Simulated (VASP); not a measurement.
# TaN (Fm-3m) in VASP: a series of runs, part 2 of 2

VASP 6.6.1. The steps go on from the part before.

## (3) Single point, PBEsol

This run uses another cell than the first one, of 10.14 Å³/atom, 1.032 times its volume.

File INCAR:

```
SYSTEM = TaN
PREC = Accurate
ENCUT = 600
EDIFF = 1E-6
ISMEAR = 1
SIGMA = 0.15
LREAL = .FALSE.
LASPH = .TRUE.
NELM = 120
ALGO = Normal
ISIF = 2
LWAVE = .FALSE.
LCHARG = .FALSE.
GGA = PS
NBANDS = 15
GGA_COMPAT = .FALSE.
```

File KPOINTS:

```
Automatic mesh
0
G
  11 11 11
  0 0 0
```

File POSCAR:

```
TaN
1.0
    0.0000000000      2.1643753983      2.1643753983
    2.1643753983      0.0000000000      2.1643753983
    2.1643753983      2.1643753983      0.0000000000
Ta N
1 1
Direct
    0.5000000000      0.5000000000      0.5000000000
    0.0000000000      0.0000000000      0.0000000000
```

Potentials or basis: VASP PAW PBE potentials, release 64 (Ta_pv, N).

Started as:

```sh
cat potpaw_PBE.64/Ta_pv/POTCAR potpaw_PBE.64/N/POTCAR > POTCAR
mpirun -np 1 vasp_std > vasp.out
```

It used 13 s of CPU time on 1 thread of Intel Xeon 6975P-C, with other jobs on the host.

It converged, with:

- Free energy: -23.1769 eV
- Pressure: 13.5 GPa
- Band gap on the k mesh: zero (band 8 reaches 11.73 eV, above the bottom of band 9 at 7.66 eV)

Levels at points of the mesh, in eV from the Fermi level:
| k point | band 4 | band 5 | band 6 | band 7 | band 8 | band 9 | band 10 | band 11 | band 12 | band 13 |
| --- | --- | --- | --- | --- | --- | --- | --- | --- | --- | --- |
| (0.00, 0.00, 0.00) | -19.25 | -3.98 | -3.98 | -3.98 | -2.32 | -2.32 | -2.32 | -0.02 | -0.02 | 1.91 |

Caveat: the PAW data sets were made with another functional, which shifts forces and pressure a little; spin-orbit coupling is left out, which moves the levels of the heavy elements.

## (4) Single point, PBEsol

This run uses another cell than the first one, of 10.45 Å³/atom, 1.063 times its volume.

File INCAR:

```
SYSTEM = TaN
PREC = Accurate
ENCUT = 600
EDIFF = 1E-6
ISMEAR = 1
SIGMA = 0.15
LREAL = .False.
LASPH = .True.
NELM = 120
ALGO = Normal
ISIF = 2
LWAVE = .False.
LCHARG = .True.
GGA = PS
LELF = .True.
LVHAR = .True.
NBANDS = 15
GGA_COMPAT = .False.
```

File KPOINTS:

```
Automatic mesh
0
Gamma
  11 11 11
  0 0 0
```

File POSCAR:

```
TaN
1.0
    0.0000000000      2.1862392558      2.1862392558
    2.1862392558      0.0000000000      2.1862392558
    2.1862392558      2.1862392558      0.0000000000
Ta N
1 1
Direct
    0.5000000000      0.5000000000      0.5000000000
    0.0000000000      0.0000000000      0.0000000000
```

Potentials or basis: VASP PAW PBE potentials, release 64 (Ta_pv, N).

Started as:

```sh
cat potpaw_PBE.64/Ta_pv/POTCAR potpaw_PBE.64/N/POTCAR > POTCAR
mpirun -np 1 vasp_std > vasp.out
```

OUTCAR:

```text
SYSTEM = TaN
   PREC = Accurate
   ENCUT = 600
   EDIFF = 1E-6
   ISMEAR = 1
   LREAL = .False.
   LASPH = .True.
   NELM = 120
   ISIF = 2
   GGA = PS

 ion  position               nearest neighbor table
   1  0.500  0.500  0.500-   2 2.19   2 2.19   2 2.19   2 2.19   2 2.19   2 2.19
   2  0.000  0.000  0.000-   1 2.19   1 2.19   1 2.19   1 2.19   1 2.19   1 2.19

  LATTYP: Found a face centered cubic cell.
 ALAT       =     4.3724785116

  Lattice vectors:

 A1 = (   0.0000000000,   2.1862392558,   2.1862392558)
 A2 = (   2.1862392558,   0.0000000000,   2.1862392558)
 A3 = (   2.1862392558,   2.1862392558,   0.0000000000)

Analysis of symmetry for initial positions (statically):
=====================================================================
 Subroutine PRICEL returns:
 Original cell was already a primitive cell.

 Routine SETGRP: Setting up the symmetry group for a
 face centered cubic supercell.

 Subroutine GETGRP returns: Found 48 space group operations
 (whereof 48 operations were pure point group operations)
 out of a pool of 48 trial point group operations.

The static configuration has the point symmetry O_h .

Analysis of symmetry for dynamics (positions and initial velocities):
[... 166 lines left out ...]

 k-point     1 :       0.0000    0.0000    0.0000
  band No.  band energies     occupation
      1     -26.0996      2.00000
      2     -26.0996      2.00000
      3     -26.0996      2.00000
      4      -9.3767      2.00000
      5       5.7314      2.00000
      6       5.7314      2.00000
      7       5.7314      2.00000
      8       7.3952      2.00000
      9       7.3952      2.00000
     10       7.3952      2.00000
     11       9.6025      1.22811
     12       9.6025      1.22811
     13      11.2678     -0.00000
     14      18.9556      0.00000
[... 401 lines left out ...]
      2     -26.2954      2.00000
      3     -26.1362      2.00000
      4      -7.6552      2.00000
      5       1.1909      2.00000
      6       2.6149      2.00000
      7       3.4215      2.00000
      8       8.8422      2.00000
      9       9.2587      2.00317
     10      10.9971     -0.00000
     11      11.5236     -0.00000
     12      15.3416      0.00000
     13      15.6323      0.00000
     14      21.9536      0.00000
     15      23.0190      0.00000

 [... further k-points ...]
[... 5 lines left out ...]
  --------------------------------------------------------------------------------------
  -------------------------------------------------------------------------------------
  Total        0.2173399      0.2173399      0.2173399      0.0000000      0.0000000      0.0000000
  in kB       16.6619950     16.6619950     16.6619950      0.0000000      0.0000000      0.0000000
  external PRESSURE =      16.6619950 kB  Pullay stress =       0.0000000 kB

 VOLUME and BASIS-vectors are now :
 -----------------------------------------------------------------------------
  energy-cutoff  :      600.00
  volume of cell :       20.90
      direct lattice vectors                 reciprocal lattice vectors
     0.000000000  2.186239256  2.186239256    -0.228703239  0.228703239  0.228703239
     2.186239256  0.000000000  2.186239256     0.228703239 -0.228703239  0.228703239
     2.186239256  2.186239256  0.000000000     0.228703239  0.228703239 -0.228703239

 POSITION                                       TOTAL-FORCE (eV/Angst)
 -----------------------------------------------------------------------------------
      2.18624      2.18624      2.18624        -0.000000      0.000000     -0.000000
      0.00000      0.00000      0.00000         0.000000     -0.000000      0.000000
 -----------------------------------------------------------------------------------
    total drift:                                0.000000      0.000000      0.000000

  FREE ENERGIE OF THE ION-ELECTRON SYSTEM (eV)
  ---------------------------------------------------
  free  energy   TOTEN  =       -23.2066544510 eV

  energy  without entropy=      -23.2091559976  energy(sigma->0) =      -23.20748830
```

It took 39 s on 1 thread of Intel Xeon 6975P-C, shared host; peak memory 0.17 GiB.

Results:

| Quantity | Value |
| --- | --- |
| Free energy | -23.2067 eV |
| Pressure | 1.7 GPa |
| Band gap on the k mesh | zero (band 8 reaches 11.30 eV, above the bottom of band 9 at 7.40 eV) |

Levels at points of the mesh, in eV from the Fermi level:
| k point | band 6 | band 7 | band 8 | band 9 | band 10 | band 11 |
| --- | --- | --- | --- | --- | --- | --- |
| (0.00, 0.00, 0.00) | -3.89 | -3.89 | -2.23 | -2.23 | -2.23 | -0.02 |

Caveat: the PAW data sets were made with another functional, which shifts forces and pressure a little; spin-orbit coupling is left out, which moves the levels of the heavy elements.

## (5) Single point, PBEsol

This run uses another cell than the first one, of 10.76 Å³/atom, 1.095 times its volume.

File INCAR:

```
SYSTEM = TaN
ALGO = Normal ; EDIFF = 1E-6
ENCUT = 600 ; GGA = PS
GGA_COMPAT = .FALSE. ; ISIF = 2
ISMEAR = 1 ; LASPH = .TRUE.
LCHARG = .FALSE. ; LREAL = .FALSE.
LWAVE = .FALSE. ; NBANDS = 15
NELM = 120 ; PREC = Accurate
SIGMA = 0.15
```

File KPOINTS:

```
k-points
0
G
  11 11 11
  0 0 0
```

File POSCAR:

```
TaN
1.0
    0.0000000000      2.2076743409      2.2076743409
    2.2076743409      0.0000000000      2.2076743409
    2.2076743409      2.2076743409      0.0000000000
Ta N
1 1
Direct
    0.5000000000      0.5000000000      0.5000000000
    0.0000000000      0.0000000000      0.0000000000
```

Started as:

```sh
cat potpaw_PBE.64/Ta_pv/POTCAR potpaw_PBE.64/N/POTCAR > POTCAR
mpirun -np 1 vasp_std > vasp.out
```

It took 29 s on 1 thread of Intel Xeon 6975P-C, shared host; peak memory 0.17 GiB.

Results (log left out):

| Item | Value |
| --- | --- |
| Free energy | -23.1942 eV |
| Pressure | -8.4 GPa |
| Band gap on the k mesh | zero (band 8 reaches 10.89 eV, above the bottom of band 9 at 7.14 eV) |

Levels at points of the mesh, in eV from the Fermi level:
| k point | band 6 | band 7 | band 8 | band 9 | band 10 | band 11 |
| --- | --- | --- | --- | --- | --- | --- |
| (0.00, 0.00, 0.00) | -3.80 | -3.80 | -2.14 | -2.14 | -2.14 | -0.02 |

Caveat: the PAW data sets were made with another functional, which shifts forces and pressure a little; spin-orbit coupling is left out, which moves the levels of the heavy elements.

## (6) Single point, PBEsol

This run uses another cell than the first one, of 11.07 Å³/atom, 1.126 times its volume.

File INCAR:

```
  ALGO = Normal
  EDIFF = 1E-6
  ENCUT = 600
  GGA = PS
  GGA_COMPAT = False
  ISIF = 2
  ISMEAR = 1
  LASPH = True
  LCHARG = False
  LREAL = False
  LWAVE = False
  NBANDS = 15
  NELM = 120
  PREC = Accurate
  SIGMA = 0.15
```

File KPOINTS:

```
k-points
0
Gamma
  11 11 11
```

File POSCAR:

```
TaN
1.0
    0.0000000000      2.2287010763      2.2287010763
    2.2287010763      0.0000000000      2.2287010763
    2.2287010763      2.2287010763      0.0000000000
Ta N
1 1
Direct
    0.5000000000      0.5000000000      0.5000000000
    0.0000000000      0.0000000000      0.0000000000
```

Potentials or basis: VASP PAW PBE potentials, release 64 (Ta_pv, N).

Started as:

```sh
cat potpaw_PBE.64/Ta_pv/POTCAR potpaw_PBE.64/N/POTCAR > POTCAR
mpirun -np 1 vasp_std > vasp.out
```

Wall time 43 s (1 thread of Intel Xeon 6975P-C, shared host); peak memory 0.17 GiB.

The run converged. Its results:

- Free energy: -23.1458 eV
- Pressure: -16.9 GPa
- Band gap on the k mesh: zero (band 8 reaches 10.51 eV, above the bottom of band 9 at 6.90 eV)

Levels at points of the mesh, in eV from the Fermi level:
| k point | band 5 | band 6 | band 7 | band 8 | band 9 | band 10 | band 11 | band 12 |
| --- | --- | --- | --- | --- | --- | --- | --- | --- |
| (0.00, 0.00, 0.00) | -3.72 | -3.72 | -3.72 | -2.06 | -2.06 | -2.06 | -0.03 | -0.03 |

Caveat: the PAW data sets were made with another functional, which shifts forces and pressure a little; spin-orbit coupling is left out, which moves the levels of the heavy elements.

## (7) Overview

```csv
cell,gap on the mesh (eV),pressure (GPa)
"a = 3.029 Å, angles 60.0°, 2 atoms",none,27.3
"a = 3.061 Å, angles 60.0°, 2 atoms",none,13.5
"a = 3.092 Å, angles 60.0°, 2 atoms",none,1.7
"a = 3.122 Å, angles 60.0°, 2 atoms",none,-8.4
"a = 3.152 Å, angles 60.0°, 2 atoms",none,-16.9
```

Alike in all rows: task single point; level PBEsol; potentials or basis VASP PAW PBE potentials, release 64 (Ta_pv, N); no spin polarisation; k mesh 11 × 11 × 11; cutoff (eV) 600; smearing methfessel-paxton 0.15 eV.

Caveats: the PAW data sets were made with another functional, which shifts forces and pressure a little; spin-orbit coupling is left out, which moves the levels of the heavy elements.

Absolute energies hang on the potentials; compare differences alone.
